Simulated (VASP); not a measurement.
The system is Ag.

```
Ag
1.0
    -1.62161    1.62161    1.62161
     1.62161   -1.62161    1.62161
     1.62161    1.62161   -1.62161
Ag
1
Cartesian
  0.0000 0.0000 0.0000
```

```yaml
Program: VASP 6.6.1
Task: relaxation of cell and atoms
Functional: LDA
Potentials_or_basis: VASP PAW LDA potentials, release 64 (Ag)
Cutoff: 600 eV
k_mesh: 14 × 14 × 14
Occupations: fermi-dirac, width 0.1 eV
Spin: no spin polarisation
```

At the start: pressure -6.3 GPa; volume 17.06 Å³/atom.

Q: How do energy, volume and symmetry change on relaxing?

A: Over 3 steps the energy falls by 19.3 meV/atom and the volume is 16.14 Å³/atom (-5.4 %); space group Im-3m (No. 229, to 0.05 Å).

The path:
```csv
step,energy change (eV),largest force (eV/Å),pressure (GPa),volume (Å³)
1,0.0000,0.0000,-6.32,17.06
2,-0.0058,0.0000,6.59,15.45
3,-0.0193,0.0000,-0.04,16.14
```

Final structure:
```
Ag
1.0
    -1.59208    1.59208    1.59208
     1.59208   -1.59208    1.59208
     1.59208    1.59208   -1.59208
Ag
1
Cartesian
  0.0000 0.0000 0.0000
```
